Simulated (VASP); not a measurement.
Input of a VASP 6.6.1 run:

File INCAR:

```
ALGO = Normal
DIPOL = 0.5 0.5 0.329
EDIFF = 1E-7
ENCUT = 520
GGA = PE
IDIPOL = 3
ISIF = 2
ISMEAR = 0
IVDW = 12
LASPH = T
LCHARG = T
LDIPOL = T
LELF = T
LREAL = Auto
LVACPOTAV = T
LVHAR = T
LWAVE = F
NBANDS = 116
NELM = 100
PREC = Accurate
SIGMA = 0.1
```

File KPOINTS:

```
k-points
0
Gamma
  6 6 1
```

File POSCAR:

```
Zr8N
1.0
    6.3664247930      0.0000000000      0.0000000000
   -3.1832123965      5.5134856020      0.0000000000
    0.0000000000      0.0000000000     26.3387859015
Zr N
16 2
Direct
    0.3333333333      0.1666666667      0.1518672886
    0.3333333333      0.6666666667      0.1518672886
    0.8333333333      0.1666666667      0.1518672886
    0.8333333333      0.6666666667      0.1518672886
    0.1666666667      0.3333333333      0.2489701804
    0.1666666667      0.8333333333      0.2489701804
    0.6666666667      0.3333333333      0.2489701804
    0.6666666667      0.8333333333      0.2489701804
    0.3333333333      0.1666666667      0.3487108088
    0.3333333333      0.6666666667      0.3487108088
    0.8333333333      0.1666666667      0.3487108088
    0.8333333333      0.6666666667      0.3487108088
    0.1666666667      0.3333333333      0.4418877144
    0.1666666667      0.8333333333      0.4418877144
    0.6666666667      0.3333333333      0.4418877144
    0.6666666667      0.8333333333      0.4418877144
    0.3333333333      0.6666666667      0.5557881808
    0.3333333333      0.6666666667      0.5975516852
```

Potentials or basis: VASP PAW PBE potentials, release 64 (Zr_sv, N).

The run is started by

```console
$ cat potpaw_PBE.64/Zr_sv/POTCAR potpaw_PBE.64/N/POTCAR > POTCAR
$ mpirun -np 1 vasp_std > vasp.out
```

**Question.** What does it give for the band gap on the k mesh?

**Answer.** Zero (band 101 reaches 2.12 eV, above the bottom of band 102 at 0.98 eV).

**Question.** What does it give for the largest force?

**Answer.** 2.669 eV/Å.

**Question.** Predict the dispersion energy per atom.

**Answer.** -0.373 eV.

Forces in eV/Å, atoms in the order of the input:
```
Zr  -0.002 -0.001  0.399
Zr   0.000  0.000  0.382
Zr   0.002 -0.001  0.399
Zr   0.000  0.002  0.399
Zr   0.000 -0.021 -0.417
Zr  -0.018  0.011 -0.417
Zr   0.000  0.000 -0.438
Zr   0.018  0.011 -0.417
Zr   0.012  0.007  0.028
Zr   0.000  0.000  0.063
Zr  -0.012  0.007  0.028
Zr   0.000 -0.014  0.028
Zr   0.000 -0.118  0.032
Zr  -0.102  0.059  0.032
Zr   0.000  0.000 -0.092
Zr   0.102  0.059  0.032
N    0.000  0.000 -2.669
N    0.000  0.000  2.629
```

Caveat: the standard files for N, O and F lose accuracy on very short bonds.
